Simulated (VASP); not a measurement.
# Au (Fm-3m) in VASP: further runs

The runs below take Au through single point, with PBE.

Everything below comes from runs of VASP 6.6.1. Logs are shortened: lines on timing, memory, paths and dates and some standing lists are left out, and cuts for length are marked.

## 1. The cell of the first run

The structure is cubic, space group Fm-3m (No. 225). Conventional cell: a = 4.143 Å, b = 4.143 Å, c = 4.143 Å, α = 90.00°, β = 90.00°, γ = 90.00°. Au (site symmetry m-3m) has 12 Au at 2.93 Å within 3.9 Å.

## 2. Single point, PBE, non-collinear spin, zero start, spin-orbit coupling

Input file INCAR:

```
PREC = Accurate ; ENCUT = 520
EDIFF = 1E-7 ; ISMEAR = -1
SIGMA = 0.05 ; LREAL = F
LASPH = T ; NELM = 150
ALGO = Normal ; ISIF = 2
LWAVE = F ; LCHARG = F
MAGMOM = 0 0 0 ; LORBIT = 11
LSORBIT = T ; GGA_COMPAT = F
LORBMOM = T ; LMAXMIX = 4
GGA = PE ; NBANDS = 22
```

Input file KPOINTS:

```
regular mesh
0
Gamma
  17 17 17
```

Input file POSCAR:

```
Au
1.0
    0.0000000000      2.0717346852      2.0717346852
    2.0717346852      0.0000000000      2.0717346852
    2.0717346852      2.0717346852      0.0000000000
Au
1
Direct
    0.0000000000      0.0000000000      0.0000000000
```

Potentials or basis: VASP PAW PBE potentials, release 64 (Au).

Started as:

```sh
cat potpaw_PBE.64/Au/POTCAR > POTCAR
mpirun -np 1 vasp_ncl > vasp.out
```

OUTCAR:

```text
PREC = Accurate
   ENCUT = 520
   EDIFF = 1E-7
   ISMEAR = -1
   LREAL = F
   LASPH = T
   NELM = 150
   ISIF = 2
   LORBIT = 11
   LSORBIT = T
   GGA = PE

 ion  position               nearest neighbor table
   1  0.000  0.000  0.000-

  LATTYP: Found a face centered cubic cell.
 ALAT       =     4.1434693704

  Lattice vectors:

 A1 = (   0.0000000000,   2.0717346852,   2.0717346852)
 A2 = (   2.0717346852,   0.0000000000,   2.0717346852)
 A3 = (   2.0717346852,   2.0717346852,   0.0000000000)

Analysis of symmetry for initial positions (statically):
=====================================================================
 Subroutine PRICEL returns:
 Original cell was already a primitive cell.

 Routine SETGRP: Setting up the symmetry group for a
 face centered cubic supercell.

 Subroutine GETGRP returns: Found 48 space group operations
 (whereof 48 operations were pure point group operations)
 out of a pool of 48 trial point group operations.

The static configuration has the point symmetry O_h .

Analysis of symmetry for dynamics (positions and initial velocities):
=====================================================================
 Subroutine PRICEL returns:
 Original cell was already a primitive cell.

 Routine SETGRP: Setting up the symmetry group for a
 face centered cubic supercell.

 Subroutine GETGRP returns: Found 48 space group operations
 (whereof 48 operations were pure point group operations)
 out of a pool of 48 trial point group operations.

The dynamic configuration has the point symmetry O_h .

Analysis of structural, dynamic, and magnetic symmetry:
=====================================================================
 Subroutine PRICEL returns:
 Original cell was already a primitive cell.

 Routine SETGRP: Setting up the symmetry group for a
 face centered cubic supercell.

 Subroutine GETGRP returns: Found 48 space group operations
 (whereof 48 operations were pure point group operations)
 out of a pool of 48 trial point group operations.

The overall configuration has the point symmetry O_h .

 Subroutine INISYM returns: Found 48 space group operations
 (whereof 48 operations are pure point group operations),
 and found     1 'primitive' translations

----------------------------------------------------------------------------------------

                                     Primitive cell

  volume of cell :      17.7841

  direct lattice vectors                    reciprocal lattice vectors
     0.000000000  2.071734685  2.071734685    -0.241343645  0.241343645  0.241343645
[... 149 lines left out ...]
      4       3.6581      1.00000
      5       3.6581      1.00000
      6       3.6581      1.00000
[... 589 lines left out ...]
     21      30.6044      0.00000
     22      30.6044      0.00000

 [... further k-points ...]

------------------------ aborting loop because EDIFF is reached ----------------------------------------

  FORCE on cell =-STRESS in cart. coord.  units (eV):
  Direction    XX          YY          ZZ          XY          YZ          ZX
  --------------------------------------------------------------------------------------
  -------------------------------------------------------------------------------------
  Total        0.0089207      0.0089207      0.0089207     -0.0000000      0.0000000      0.0000000
  in kB        0.8036663      0.8036663      0.8036663     -0.0000000      0.0000000      0.0000000
  external PRESSURE =       0.8036663 kB  Pullay stress =       0.0000000 kB

 VOLUME and BASIS-vectors are now :
 -----------------------------------------------------------------------------
  energy-cutoff  :      520.00
  volume of cell :       17.78
      direct lattice vectors                 reciprocal lattice vectors
     0.000000000  2.071734685  2.071734685    -0.241343645  0.241343645  0.241343645
     2.071734685  0.000000000  2.071734685     0.241343645 -0.241343645  0.241343645
     2.071734685  2.071734685  0.000000000     0.241343645  0.241343645 -0.241343645

 POSITION                                       TOTAL-FORCE (eV/Angst)
 -----------------------------------------------------------------------------------
      0.00000      0.00000      0.00000         0.000000      0.000000      0.000000
 -----------------------------------------------------------------------------------
    total drift:                                0.000000      0.000000     -0.000000

  FREE ENERGIE OF THE ION-ELECTRON SYSTEM (eV)
  ---------------------------------------------------
  free  energy   TOTEN  =        -3.5059046298 eV

  energy  without entropy=       -3.5025784016  energy(sigma->0) =       -3.50424152

 orbital moment (x)

 # of ion     p       d       tot
 ----------------------------------------
  1         0.000   0.000   0.000
 ----------------------------------------
            0.000   0.000   0.000

 orbital moment (y)

 # of ion     p       d       tot
 ----------------------------------------
  1         0.000   0.000   0.000
 ----------------------------------------
            0.000   0.000   0.000

 orbital moment (z)

 # of ion     p       d       tot
 ----------------------------------------
  1         0.000   0.000   0.000
 ----------------------------------------
            0.000   0.000   0.000

 Spin-Orbit-Coupling matrix elements

 Ion:    1  E_soc:     -0.5748930
 l=   1
     0.0000000    -0.0245990    -0.0245990
    -0.0245990     0.0000000    -0.0245990
    -0.0245990    -0.0245990     0.0000000
 l=   2
     0.0000000    -0.0155005     0.0000000    -0.0155005    -0.0557160
    -0.0155005     0.0000000    -0.0417870    -0.0155005    -0.0139290
     0.0000000    -0.0417870     0.0000000    -0.0417870     0.0000000
    -0.0155005    -0.0155005    -0.0417870     0.0000000    -0.0139290
    -0.0557160    -0.0139290     0.0000000    -0.0139290     0.0000000
 l=   3
     0.0000000     0.0000000     0.0000000     0.0000000     0.0000000     0.0000000     0.0000000
     0.0000000     0.0000000     0.0000000     0.0000000     0.0000000     0.0000000     0.0000000
     0.0000000     0.0000000     0.0000000     0.0000000     0.0000000     0.0000000     0.0000000
     0.0000000     0.0000000     0.0000000     0.0000000     0.0000000     0.0000000     0.0000000
     0.0000000     0.0000000     0.0000000     0.0000000     0.0000000     0.0000000     0.0000000
     0.0000000     0.0000000     0.0000000     0.0000000     0.0000000     0.0000000     0.0000000
     0.0000000     0.0000000     0.0000000     0.0000000     0.0000000     0.0000000     0.0000000

 total charge

# of ion       s       p       d       tot
------------------------------------------
    1        0.527   0.339   8.736   9.603

 magnetization (x)

# of ion       s       p       d       tot
------------------------------------------
    1        0.000  -0.000   0.000  -0.000

 magnetization (y)

# of ion       s       p       d       tot
------------------------------------------
    1        0.000  -0.000  -0.000  -0.000

 magnetization (z)

# of ion       s       p       d       tot
------------------------------------------
    1        0.000  -0.000  -0.000  -0.000
```

It took 49 s on 1 thread of Intel Xeon 6975P-C (Granite Rapids), shared host; peak memory 0.26 GiB.

Results:

```
Free energy                                           : -3.5059 eV
Pressure                                              : 0.1 GPa
Net moment                                            : 0.00 μB per cell
Valence electrons inside the program's atomic spheres : Au 9.60
```

Moments on the atoms (μB; x, y, z):
```
Au  0.00 0.00 0.00
```

## 3. Single point, PBE, non-collinear spin, zero start, spin-orbit coupling

Input file INCAR:

```
SYSTEM = Au
PREC = Accurate
ENCUT = 520
EDIFF = 1E-6
ISMEAR = -1
SIGMA = 0.05
LREAL = .False.
LASPH = .True.
NELM = 150
ALGO = Normal
ISIF = 2
LWAVE = .False.
LCHARG = .False.
MAGMOM = 0 0 0
LORBIT = 11
LSORBIT = .True.
GGA_COMPAT = .False.
LORBMOM = .True.
LMAXMIX = 4
GGA = PE
NBANDS = 22
```

Input file KPOINTS:

```
regular mesh
0
Gamma
  17 17 17
  0 0 0
```

POSCAR is that of step 2.

Potentials or basis: VASP PAW PBE potentials, release 64 (Au).

Started as:

```sh
cat potpaw_PBE.64/Au/POTCAR > POTCAR
mpirun -np 1 vasp_ncl > vasp.out
```

Wall time 45 s (1 thread of Intel Xeon 6975P-C (Granite Rapids), shared host); peak memory 0.26 GiB.

The run converged. Its results:

```yaml
Free_energy: -3.5059 eV
Pressure: 0.1 GPa
Net_moment: 0.00 μB per cell
Valence_electrons_inside_the_program's_atomic_spheres: Au 9.60
```

Moments on the atoms (μB; x, y, z):
```
Au  0.00 0.00 0.00
```
